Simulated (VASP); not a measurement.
Crystal: LiCl.

```xyz
2
Lattice="0.0000 2.5560 2.5560 2.4638 0.0000 2.5560 2.4638 2.5560 0.0000" Properties=species:S:1:pos:R:3 pbc="T T T"
Li    0.0000    0.0000    0.0000
Cl    2.4638    2.5560    2.5560
```

This cell differs from its parent crystal: uniaxial x strain -3.6%.

Base run:

| Property | Result |
| --- | --- |
| Program | VASP 6.6.1 |
| Functional | r2SCAN |
| Potentials or basis | VASP PAW PBE potentials, release 64 (Li_sv, Cl) |
| Cutoff | 520 eV |
| k mesh | 8 × 8 × 8 |
| Occupations | gaussian, width 0.01 eV |
| Spin | no spin polarisation |

Its results: band gap on the k mesh 7.55 eV (least direct gap 7.57 eV).

Question: The run is repeated on the same cell with these changes: functional from r2SCAN to PBE; occupations from gaussian, width 0.01 eV to fermi-dirac, width 0.02 eV. What comes out?

Answer: Band gap on the k mesh 6.58 eV.

A k mesh can miss the band edges.
